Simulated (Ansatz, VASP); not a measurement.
Pb: VASP beside Ansatz

INCAR

```
PREC = Accurate
ENCUT = 520
EDIFF = 1E-6
ISMEAR = -1
SIGMA = 0.05
LREAL = F
LASPH = T
NELM = 80
ALGO = Normal
ISIF = 2
LWAVE = F
LCHARG = F
GGA = CA
NBANDS = 36
```

The input KPOINTS:

```
regular mesh
0
Gamma
  9 9 1
```

File POSCAR:

```
Pb
1.0
    3.4800006906      0.0000000000      0.0000000000
   -1.7400003453      3.0137690032      0.0000000000
    0.0000000000      0.0000000000     23.3850000000
Pb
4
Direct
    0.6666666667      0.3333333334      0.3207184092
    0.3333333333      0.6666666666      0.4402394697
    0.6666666667      0.3333333334      0.5597605303
    0.3333333333      0.6666666666      0.6792815908
```

input.yaml

```yaml
crystal:
  lattice:
    - [3.4800006906, 0.0, 0.0]
    - [-1.7400003453, 3.0137690032, 0.0]
    - [0.0, 0.0, 23.385]
  atoms:
    - { symbol: Pb, position: [0.6666666667, 0.3333333334, 0.3207184092] }
    - { symbol: Pb, position: [0.3333333333, 0.6666666666, 0.4402394697] }
    - { symbol: Pb, position: [0.6666666667, 0.3333333334, 0.5597605303] }
    - { symbol: Pb, position: [0.3333333333, 0.6666666666, 0.6792815908] }
kpoints:
  mp_grid: { grid: [9, 9, 1] }
scf:
  occupations: { method: fermi_dirac, width: 0.05 }
hamiltonian:
  xc: lda
  pseudopotentials: { kind: all_electron, lapw: { basis_error: 0.002 } }
output:
  forces: true
  stress: true
  eigenvalues: true
```

Alike in both runs: task single point; functional LDA; k mesh 9 × 9 × 1; occupations fermi-dirac, width 0.05 eV; no spin polarisation.

|  | VASP | Ansatz |
| --- | --- | --- |
| version | VASP 6.6.1 | Ansatz 0.2.0 |
| potentials or method | VASP PAW LDA potentials, release 64 (Pb_d), cutoff 520 eV | all-electron LAPW, scalar-relativistic |

|  | VASP | Ansatz | Ansatz less VASP |
| --- | --- | --- | --- |
| gap on the k mesh at the Fermi level (eV) | none | none | - |
| rms of the force components (eV/Å) | 0.200 | 0.203 | +0.0023 |

LDA's correlation is that of Perdew and Zunger in VASP and of Perdew and Wang (1992) in Ansatz. Atom by atom the forces differ by 0.004 eV/Å (rms over components). A gap of «none» marks a metal or a gap that the smearing closes. Ansatz ran all-electron here, and VASP with PAW potentials.

Neither program's run includes spin-orbit coupling.
